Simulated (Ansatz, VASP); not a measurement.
**Two plane-wave programs on MgO**

```
CELL_PARAMETERS angstrom
0.00000 2.10500 2.10500
2.10500 0.00000 2.10500
2.10500 2.10500 0.00000
ATOMIC_POSITIONS crystal
Mg 0.00000 0.00000 0.00000
O 0.50000 0.50000 0.50000
```

Alike in both runs: task single point; functional PBE; k mesh 10 × 10 × 10; occupations gaussian, width 0.02 eV; no spin polarisation.

|  | VASP | Ansatz |
| --- | --- | --- |
| version | VASP 6.6.1 | Ansatz 0.2.0 |
| potentials or method | VASP PAW PBE potentials, release 64 (Mg_sv, O), cutoff 840 eV | scalar-relativistic, plane waves, PAW |
| valence electrons in the cell | 16 | 16 |

Ansatz gave:

* gap on the k mesh at the Fermi level (eV): 4.76
* least direct gap on the mesh (eV): 4.76
* pressure (GPa): 4.9

Question: Estimate VASP's values.

Answer: gap on the k mesh at the Fermi level (eV): 4.75; least direct gap on the mesh (eV): 4.75; pressure (GPa): 5.0.
